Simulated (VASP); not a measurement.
Here is a VASP 6.6.1 calculation.

INCAR

```
SYSTEM = TiC
ALGO     = Normal         ! electronic algorithm
DIPOL    = 0.5 0.5 0.498
EDIFF    = 1E-6           ! SCF threshold, eV
ENCUT    = 520            ! plane-wave cutoff, eV
IDIPOL   = 3            
ISIF     = 2              ! what is computed and relaxed
ISMEAR   = 0              ! smearing method
LASPH    = .TRUE.         ! aspherical terms in the spheres
LCHARG   = .TRUE.         ! write CHGCAR
LDIPOL   = .TRUE.       
LELF     = .TRUE.         ! ELF
LREAL    = .FALSE.        ! projectors in reciprocal space
LVACPOTAV= .TRUE.       
LVHAR    = .TRUE.       
LWAVE    = .FALSE.        ! write WAVECAR
NBANDS   = 33             ! bands
NELM     = 60             ! most SCF steps
PREC     = Accurate       ! precision mode
SIGMA    = 0.1            ! smearing width, eV
```

File KPOINTS:

```
k-points
0
G
  10 10 1
  0 0 0
```

File POSCAR:

```
TiC
1.0
    3.0128564991      0.0000000000      0.0000000000
    0.0000000000      3.0128564991      0.0000000000
    0.0000000000      0.0000000000     18.2608225225
Ti C
3 3
Direct
    0.5000000000      0.5000000000      0.3833343209
    0.0000000000      0.0000000000      0.4977062644
    0.5000000000      0.5000000000      0.6099804040
    0.0000000000      0.0000000000      0.3833343209
    0.5000000000      0.5000000000      0.4970508676
    0.0000000000      0.0000000000      0.6151689144
```

Potentials or basis: VASP PAW LDA potentials, release 64 (Ti_sv, C).

Command:

```bash
$ cat potpaw_LDA.64/Ti_sv/POTCAR potpaw_LDA.64/C/POTCAR > POTCAR
$ mpirun -np 1 vasp_std > vasp.out
```

(1) Predict the largest force.

(2) Predict the band gap on the k mesh.

Results:

(1) 0.912 eV/Å.

(2) zero (band 24 reaches 0.99 eV, above the bottom of band 25 at 0.33 eV).
